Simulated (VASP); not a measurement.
# LiTa3O4 (P1) in VASP: a series of runs

The runs below take LiTa3O4 through single point, with PBE.

Program: VASP 6.6.1. These are calculated values, not measurements. Logs are shortened: lines on timing, memory, paths and dates and some standing lists are left out, and cuts for length are marked.

## 1. The cell of the first run

The typed cell holds 8 atoms: a = 2.875 Å, b = 2.923 Å, c = 10.871 Å, α = 92.48°, β = 92.13°, γ = 91.61°.

## 2. Single point, PBE

The input, INCAR:

```
  ALGO = Normal
  EDIFF = 1E-6
  ENCUT = 520
  GGA = PE
  ISIF = 2
  ISMEAR = 0
  LASPH = True
  LCHARG = False
  LREAL = False
  LWAVE = False
  NBANDS = 40
  NELM = 100
  PREC = Accurate
  SIGMA = 0.1
```

The input, KPOINTS:

```
k-points
0
Gamma
  10 10 4
```

The input, POSCAR:

```
LiTa3O4
1.0
    2.8747627828      0.0029894122     -0.0061567698
   -0.0851751867      2.9221763959      0.0049567535
   -0.3811188933     -0.4991673889     10.8528418234
Li Ta O
1 3 4
Direct
    0.7943824852      0.9810278776      0.8597197240
    0.6345674255      0.0581815071      0.3841120262
    0.3440376343      0.4396422238      0.5979135590
    0.0868439229      0.5129310005      0.0862856663
    0.8582313124      0.9550734260      0.6836121872
    0.5950527086      0.0220664440      0.1434992032
    0.5643626034      0.4890760055      0.9487413542
    0.1225219081      0.5420015154      0.2961162099
```

Potentials or basis: VASP PAW PBE potentials, release 64 (Li_sv, Ta_pv, O).

Started as:

```bash
> cat potpaw_PBE.64/Li_sv/POTCAR potpaw_PBE.64/Ta_pv/POTCAR potpaw_PBE.64/O/POTCAR > POTCAR
> mpirun -np 1 vasp_std > vasp.out
```

OUTCAR:

```text
EDIFF = 1E-6
   ENCUT = 520
   GGA = PE
   ISIF = 2
   ISMEAR = 0
   LASPH = True
   LREAL = False
   NELM = 100
   PREC = Accurate

 ion  position               nearest neighbor table
   1  0.794  0.981  0.860-   7 1.89   7 1.89   5 1.93   4 2.94   4 2.97
   2  0.635  0.058  0.384-   8 2.23   8 2.24   8 2.28   8 2.29   6 2.61   3 2.70   3 3.13   3 3.18

   3  0.344  0.440  0.598-   5 2.22   5 2.23   5 2.28   5 2.28   2 2.70   2 3.13   2 3.18
   4  0.087  0.513  0.086-   7 2.07   7 2.08   6 2.11   6 2.12   6 2.17   6 2.17   8 2.28   1 2.94
                             1 2.97
   5  0.858  0.955  0.684-   1 1.93   3 2.22   3 2.23   3 2.28   3 2.28
   6  0.595  0.022  0.143-   4 2.11   4 2.12   4 2.17   4 2.17   2 2.61
   7  0.564  0.489  0.949-   1 1.89   1 1.89   4 2.07   4 2.08
   8  0.123  0.542  0.296-   2 2.23   2 2.24   4 2.28   2 2.28   2 2.29

  LATTYP: Found a triclinic cell.
 ALAT       =    11.1346393185
 B/A-ratio  =     0.2625519865
 C/A-ratio  =     0.2581826719
 COS(alpha) =     0.0280995566
 COS(beta)  =     0.0437397905
 COS(gamma) =     0.2203908221

  Lattice vectors:

 A1 = (  -0.4662940800,   2.4230090070,  10.8577985769)
 A2 = (  -0.0851751867,   2.9221763959,   0.0049567535)
 A3 = (  -2.8747627828,  -0.0029894122,   0.0061567698)

Analysis of symmetry for initial positions (statically):
=====================================================================
 Subroutine PRICEL returns:
 Original cell was already a primitive cell.

 Routine SETGRP: Setting up the symmetry group for a
 triclinic supercell.

 Subroutine GETGRP returns: Found  1 space group operations
 (whereof  1 operations were pure point group operations)
 out of a pool of  2 trial point group operations.

The static configuration has the point symmetry C_1 .

Analysis of symmetry for dynamics (positions and initial velocities):
=====================================================================
 Subroutine PRICEL returns:
 Original cell was already a primitive cell.

 Routine SETGRP: Setting up the symmetry group for a
 triclinic supercell.

 Subroutine GETGRP returns: Found  1 space group operations
 (whereof  1 operations were pure point group operations)
 out of a pool of  2 trial point group operations.

The dynamic configuration has the point symmetry C_1 .

 Subroutine INISYM returns: Found  1 space group operations
 (whereof  1 operations are pure point group operations),
 and found     1 'primitive' translations

----------------------------------------------------------------------------------------

                                     Primitive cell

  volume of cell :      91.1727

  direct lattice vectors                    reciprocal lattice vectors
     2.874762783  0.002989412 -0.006156770     0.347871426  0.010118196  0.012681568
    -0.085175187  2.922176396  0.004956754    -0.000322140  0.342174624  0.015726723
    -0.381118893 -0.499167389 10.852841823     0.000197493 -0.000150539  0.092141776

  length of vectors
     2.874770930  2.923421672 10.870997900     0.348249522  0.342535993  0.092142111

  position of ions in fractional coordinates (direct lattice)
     0.794382485  0.981027878  0.859719724
     0.634567426  0.058181507  0.384112026
     0.344037634  0.439642224  0.597913559
     0.086843923  0.512931000  0.086285666
     0.858231312  0.955073426  0.683612187
     0.595052709  0.022066444  0.143499203
     0.564362603  0.489076006  0.948741354
     0.122521908  0.542001515  0.296116210

  ion indices of the primitive-cell ions
   primitive index   ion index
                 1           1
                 2           2
                 3           3
                 4           4
                 5           5
                 6           6
                 7           7
                 8           8

----------------------------------------------------------------------------------------

 KPOINTS: k-points

Automatic generation of k-mesh.
 Grid dimensions read from file:
 generate k-points for:   10   10    4

 Generating k-lattice:

  Cartesian coordinates                     Fractional coordinates (reciprocal lattice)
     0.034787143  0.001011820  0.001268157     0.100000000 -0.000000000  0.000000000
    -0.000032214  0.034217462  0.001572672    -0.000000000  0.100000000  0.000000000
     0.000049373 -0.000037635  0.023035444     0.000000000  0.000000000  0.250000000

  Length of vectors
     0.034824952  0.034253599  0.023035528

  Shift w.r.t. Gamma in fractional coordinates (k-lattice)
     0.000000000  0.000000000  0.000000000

 Subroutine IBZKPT returns following result:
 ===========================================

 Found    204 irreducible k-points:

 Following reciprocal coordinates:
            Coordinates               Weight
  0.000000  0.000000  0.000000      1.000000
  0.100000 -0.000000 -0.000000      2.000000
  0.200000 -0.000000 -0.000000      2.000000
  0.300000 -0.000000 -0.000000      2.000000
  0.400000 -0.000000 -0.000000      2.000000
  0.500000 -0.000000 -0.000000      1.000000
[... 16 lines left out ...]
 -0.400000  0.200000  0.000000      2.000000
 -0.300000  0.200000  0.000000      2.000000
 [... further k-points ...]
   k-points           NKPTS =    204   k-points in BZ     NKDIM =    204   number of bands    NBANDS=     40
   number of dos      NEDOS =    301   number of ions     NIONS =      8
   total plane-waves  NPLWV =  48384
   dimension x,y,z NGX =    24 NGY =   24 NGZ =   84
   dimension x,y,z NGXF=    48 NGYF=   48 NGZF=  168
   ions per type =               1   3   4
   NGX,Y,Z   is equivalent  to a cutoff of  13.88, 13.65, 12.85 a.u.
   NGXF,Y,Z  is equivalent  to a cutoff of  27.76, 27.30, 25.69 a.u.
 SYSTEM =  unknown system
   PREC   = accura    normal or accurate (medium, high low for compatibility)
   ISTART =      0    job   : 0-new  1-cont  2-samecut
   ICHARG =      2    charge: 1-file 2-atom 10-const
   ISPIN  =      1    spin polarized calculation?
   LNONCOLLINEAR =      F non collinear calculations
   LSORBIT =      F    spin-orbit coupling
   LASPH  =      T    aspherical Exc in radial PAW
   ENCUT  =  520.0 eV  38.22 Ry    6.18 a.u.   5.35  5.44 20.21*2*pi/ulx,y,z
   NELM   =    100;   NELMIN=  2; NELMDL= -5     # of ELM steps
   EDIFF  = 0.1E-05   stopping-criterion for ELM
   LREAL  =      F    real-space projection
   EDIFFG = 0.1E-04   stopping-criterion for IOM
   NSW    =      0    number of steps for IOM
   IBRION =     -1    ionic relax: 0-MD 1-quasi-New 2-CG
   NFREE  =      0    steps in history (QN), initial steepest desc. (CG)
   ISIF   =      2    stress and relaxation
   ISYM   =      2    0-nonsym 1-usesym 2-fastsym
   POTIM  = 0.5000    time-step for ionic-motion
   TEBEG  =    0.0;   TEEND  =   0.0 temperature during run
   PSTRESS=    0.0 pullay stress
   NELECT =      60.0000    total number of electrons
   NUPDOWN=      -1.0000    fix difference up-down
   EMIN   =  10.00;   EMAX   =-10.00  energy-range for DOS
   EFERMI =   0.00;   METHOD = LEGACY
   ISMEAR =     0;   SIGMA  =   0.10  broadening in eV -4-tet -1-fermi 0-gaus
   EFERMI_NEDOS =   21; number of points for ismear=-14 and -15
   IALGO  =     38    algorithm
   IMIX   =      4    mixing-type and parameters
     AMIX     =   0.40;   BMIX     =  1.00
     AMIX_MAG =   1.60;   BMIX_MAG =  1.00
  volume/ion in A,a.u.               =      11.40        76.91
  Fermi-wavevector in a.u.,A,eV,Ry     =   1.423979  2.690930 27.588752  2.027716
  Thomas-Fermi vector in A             =   2.544519
   LORBIT       =      0    0 simple, 1 ext, 2 COOP (PROOUT), +10 PAW based schemes
   GGA     = PE    functional components
   LHFCALC =     F    Hartree Fock is set to
   AEXX    =    0.0000 exact exchange contribution
   IVDW    =     0    specifies the selected vdW correction
   LEPSILON=     F    determine dielectric tensor
   LRPA    =     F    only Hartree local field effects (RPA)
 non-spin polarized calculation
 Gauss-broadening in eV      SIGMA  =   0.10
  energy-cutoff  :      520.00
  volume of cell :       91.17
 maximum number of plane-waves:      2482
 NGX is ok and might be reduce to    24
   NGX = 11   NGY = 11   NGZ = 41

 number of electron      59.9999996 magnetization

 Free energy of the ion-electron system (eV)
  ---------------------------------------------------
  ext. energy  EPLUGINS =         0.00000000
  ---------------------------------------------------
  free energy    TOTEN  =       -71.88972481 eV

  energy without entropy =      -71.87236176  energy(sigma->0) =      -71.88104329

 E-fermi :   6.3196     XC(G=0): -11.8856

 val. band max:        6.3174007324   @ k =   0.1000  -0.3000   0.2500
 cond. band min:       6.3220638222   @ k =   0.2000  -0.3000   0.2500
 fundamental gap:      0.0046630898
 Fermi energy:         6.3196404414

 k-point     1 :       0.0000    0.0000    0.0000
  band No.  band energies     occupation
      1     -39.4709      2.00000
      2     -29.9542      2.00000
      3     -29.5429      2.00000
      4     -29.4099      2.00000
      5     -28.9393      2.00000
      6     -28.5028      2.00000
[... 32 lines left out ...]
     39       9.8863      0.00000
     40      10.1686      0.00000

 k-point     2 :       0.1000   -0.0000   -0.0000
  band No.  band energies     occupation
      1     -39.4696      2.00000
      2     -29.9391      2.00000
      3     -29.6455      2.00000
      4     -29.4005      2.00000
      5     -28.9252      2.00000
      6     -28.5132      2.00000
[... 935 lines left out ...]
     39      10.6613      0.00000
     40      10.8565      0.00000

 k-point    24 :      -0.3000    0.2000    0.0000
  band No.  band energies     occupation
      1     -39.4572      2.00000
      2     -30.1530      2.00000
      3     -29.8227      2.00000
      4     -29.5964      2.00000
      5     -28.9152      2.00000
      6     -28.8441      2.00000
[... 32 lines left out ...]
     39      10.4837      0.00000
     40      10.8627      0.00000

 [... further k-points ...]

------------------------ aborting loop because EDIFF is reached ----------------------------------------

  FORCE on cell =-STRESS in cart. coord.  units (eV):
  Direction    XX          YY          ZZ          XY          YZ          ZX
  --------------------------------------------------------------------------------------
  -------------------------------------------------------------------------------------
  Total        0.3689662      0.2822688      0.1695586      0.0349293     -0.0059516     -0.0061071
  in kB        6.4838380      4.9603054      2.9796502      0.6138125     -0.1045873     -0.1073192
  external PRESSURE =       4.8079312 kB  Pullay stress =       0.0000000 kB

 VOLUME and BASIS-vectors are now :
 -----------------------------------------------------------------------------
  energy-cutoff  :      520.00
  volume of cell :       91.17
      direct lattice vectors                 reciprocal lattice vectors
     2.874762783  0.002989412 -0.006156770     0.347871426  0.010118196  0.012681568
    -0.085175187  2.922176396  0.004956754    -0.000322140  0.342174624  0.015726723
    -0.381118893 -0.499167389 10.852841823     0.000197493 -0.000150539  0.092141776

 POSITION                                       TOTAL-FORCE (eV/Angst)
 -----------------------------------------------------------------------------------
      1.87245      2.43997      9.33037         0.012275      0.000665     -0.007415
      1.67288     -0.01982      4.16509        -0.006863      0.006084      0.028187
      0.72370      0.98728      6.48912         0.006185     -0.005346     -0.028407
      0.17308      1.45606      0.93845        -0.000027      0.000103      0.026384
      2.12533      2.45222      7.41859        -0.000687      0.001106      0.011261
      1.65407     -0.00537      1.55382         0.000532      0.000251      0.032908
      1.21917      0.95727     10.29549        -0.014177     -0.000406     -0.055633
      0.19320      1.43638      3.21563         0.002763     -0.002458     -0.007286
 -----------------------------------------------------------------------------------
    total drift:                                0.000077      0.000176      0.000969

  FREE ENERGIE OF THE ION-ELECTRON SYSTEM (eV)
  ---------------------------------------------------
  free  energy   TOTEN  =       -71.8897248122 eV

  energy  without entropy=      -71.8723617626  energy(sigma->0) =      -71.88104329
```

It took 8.8 min on 1 thread of AMD EPYC 9R45 (Zen 5), shared host; peak memory 0.61 GiB.

What came out:

```yaml
Free_energy: -71.8897 eV
Largest_force: 0.057 eV/Å
Band_gap_on_the_k_mesh: zero (bands 30 and 31 overlap by 0.45 eV)
```

Forces in eV/Å, atoms in the order of the input:
```
Li   0.012  0.001 -0.007
Ta  -0.007  0.006  0.028
Ta   0.006 -0.005 -0.028
Ta   0.000  0.000  0.026
O   -0.001  0.001  0.011
O    0.001  0.000  0.033
O   -0.014  0.000 -0.056
O    0.003 -0.002 -0.007
```

Caveat: the cutoff is under 1.25 times the usual one of these potentials, so pressure, stress and relaxed cells hold a basis-set (Pulay) error; spin-orbit coupling is left out, which moves the levels of the heavy elements.

## 3. Single point, PBE

The input, INCAR:

```
SYSTEM = LiTa3O4
PREC     = Accurate       ! precision mode
ENCUT    = 520            ! plane-wave cutoff, eV
EDIFF    = 1E-7           ! SCF threshold, eV
ISMEAR   = 0              ! smearing method
SIGMA    = 0.1            ! smearing width, eV
LREAL    = .False.        ! projectors in reciprocal space
LASPH    = .True.         ! aspherical terms in the spheres
NELM     = 80             ! most SCF steps
ALGO     = Normal         ! electronic algorithm
ISIF     = 2              ! what is computed and relaxed
LWAVE    = .False.        ! write WAVECAR
LCHARG   = .False.        ! write CHGCAR
GGA      = PE             ! functional
NBANDS   = 40             ! bands
```

The input, KPOINTS:

```
Automatic mesh
0
Gamma
  10 10 4
  0 0 0
```

The input, POSCAR:

```
LiTa3O4
1.0
    2.8751621639      0.0028579492     -0.0054005187
   -0.0853199375      2.9222425616      0.0047131864
   -0.3782945896     -0.4999809551     10.8521738023
Li Ta O
1 3 4
Direct
    0.7950392501      0.9809309545      0.8597547464
    0.6342748861      0.0582844631      0.3840727246
    0.3435252218      0.4395752243      0.5978909321
    0.0871184225      0.5129526261      0.0863043830
    0.8575197893      0.9550500639      0.6835700198
    0.5952196005      0.0221037092      0.1435243223
    0.5648999013      0.4890164640      0.9487797872
    0.1224029287      0.5420864947      0.2961030147
```

Potentials or basis: VASP PAW PBE potentials, release 64 (Li_sv, Ta_pv, O).

Started as:

```bash
> cat potpaw_PBE.64/Li_sv/POTCAR potpaw_PBE.64/Ta_pv/POTCAR potpaw_PBE.64/O/POTCAR > POTCAR
> mpirun -np 1 vasp_std > vasp.out
```

It took 8.8 min on 1 thread of AMD EPYC 9R45 (Zen 5), shared host; peak memory 0.61 GiB.

The run converged. Its results:

| Property | Result |
| --- | --- |
| Free energy | -71.8898 eV |
| Largest force | 0.060 eV/Å |
| Band gap on the k mesh | zero (bands 30 and 31 overlap by 0.45 eV) |

Forces on the atoms (eV/Å):
```
Li   0.011  0.001 -0.009
Ta  -0.006  0.006  0.028
Ta   0.006 -0.005 -0.027
Ta   0.000  0.000  0.027
O    0.000  0.001  0.011
O    0.000  0.001  0.034
O   -0.014  0.000 -0.058
O    0.002 -0.003 -0.006
```

Levels at points of the mesh, in eV from the Fermi level:
```tsv
k point	band 28	band 29	band 30	band 31	band 32	band 33
(0.00, 0.00, 0.00)	-3.01	-2.68	-2.40	0.19	1.26	2.05
(0.50, 0.00, 0.00)	-1.63	-0.89	-0.15	0.78	1.70	2.16
(0.00, 0.50, 0.00)	-1.75	-0.97	-0.34	0.89	1.27	2.44
(0.50, 0.50, 0.00)	-0.90	-0.51	-0.14	0.64	3.11	3.78
(0.00, 0.00, 0.50)	-3.20	-2.67	-2.00	0.13	1.25	1.88
(0.50, 0.00, 0.50)	-1.63	-0.94	-0.13	0.78	1.70	2.19
(0.00, 0.50, 0.50)	-1.75	-0.98	-0.34	0.87	1.27	2.47
(0.50, 0.50, 0.50)	-0.91	-0.50	-0.16	0.65	3.19	3.75
```

Caveat: the cutoff is under 1.25 times the usual one of these potentials, so pressure, stress and relaxed cells hold a basis-set (Pulay) error; spin-orbit coupling is left out, which moves the levels of the heavy elements.
